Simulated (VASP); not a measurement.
Here is a VASP 6.6.1 calculation.

Contents of INCAR:

```
SYSTEM = CaSe
  ALGO = Normal
  EDIFF = 1E-7
  ENCUT = 520
  GGA = PE
  ISIF = 2
  ISMEAR = -1
  LASPH = .TRUE.
  LCHARG = .TRUE.
  LELF = .TRUE.
  LREAL = .FALSE.
  LVHAR = .TRUE.
  LWAVE = .FALSE.
  NBANDS = 15
  NELM = 80
  PREC = Accurate
  SIGMA = 0.02
```

File KPOINTS:

```
k-points
0
G
  8 8 8
  0 0 0
```

POSCAR

```
CaSe
1.0
    0.0000000000      2.9675351117      3.0099708638
    2.9675351117      0.0000000000      3.0099708638
    2.9675351117      2.9675351117      0.0000000000
Ca Se
1 1
Direct
    0.0000000000      0.0000000000      0.0000000000
    0.5000000000      0.5000000000      0.5000000000
```

Potentials or basis: VASP PAW PBE potentials, release 64 (Ca_sv, Se).

Command:

```bash
$ cat potpaw_PBE.64/Ca_sv/POTCAR potpaw_PBE.64/Se/POTCAR > POTCAR
$ mpirun -np 1 vasp_std > vasp.out
```

(1) What does it give for the band gap on the k mesh?

(2) Estimate the pressure.

Answers

(1) 2.08 eV (least direct gap 2.96 eV).

(2) 0.1 GPa.

Caveat: the cell differs from its parent crystal (uniaxial z strain +1.4%).
